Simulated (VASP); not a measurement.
Write the native input for VASP 6.6.1 that does the following.

| Quantity | Value |
| --- | --- |
| Task | relaxation of shape and atoms at fixed volume |
| Functional | PBEsol |
| Potentials or basis | VASP PAW PBE potentials, release 64 (Si, Ni) |
| Cutoff | 600 eV |
| k mesh | 12 × 12 × 8 |
| Occupations | gaussian, width 0.1 eV |
| Spin | no spin polarisation |
| Dipole correction | no |
| Further INCAR settings | ALGO = Fast; EDIFF = 1e-07; IBRION = 2; EDIFFG = -0.01; NSW = 50; ISIF = 4 |

The structure of SiNi2 lies in POSCAR:

```
SiNi2
1.0
    3.8293855819      0.0000000000      0.0000000000
   -1.9146927909      3.3163451948      0.0000000000
    0.0000000000      0.0000000000      4.8673152864
Si Ni
2 4
Direct
    0.3333333333      0.6666666667      0.7500000000
    0.6666666667      0.3333333333      0.2500000000
    0.0000000000      0.0000000000      0.0000000000
    0.0000000000      0.0000000000      0.5000000000
    0.3333333333      0.6666666667      0.2500000000
    0.6666666667      0.3333333333      0.7500000000
```

The input as run:

INCAR

```
SYSTEM = SiNi2
PREC = Accurate ; ENCUT = 600
EDIFF = 1E-7 ; ISMEAR = 0
SIGMA = 0.1 ; LREAL = .False.
LASPH = .True. ; NELM = 80
ALGO = Fast ; ISIF = 4
LWAVE = .False. ; LCHARG = .False.
GGA = PS ; IBRION = 2
NSW = 50 ; EDIFFG = -0.01
```

KPOINTS

```
Automatic mesh
0
Gamma
  12 12 8
  0 0 0
```

Potentials or basis: VASP PAW PBE potentials, release 64 (Si, Ni).

The run is started by

```bash
$ cat potpaw_PBE.64/Si/POTCAR potpaw_PBE.64/Ni/POTCAR > POTCAR
$ mpirun -np 1 vasp_std > vasp.out
```

Results of the run:

- Energy gained by relaxing: 0.1 meV/atom
- Ionic steps: 2
- Pressure after relaxing: 7.5 GPa
- Band gap on the k mesh: zero (bands 24 and 25 overlap by 3.50 eV)

Caveat: the PAW data sets were made with another functional, which shifts forces and pressure a little.

Wall time 4.7 min on 1 thread of Oxide Virtual Turin-like Processor (shared host), peak memory 0.28 GiB.
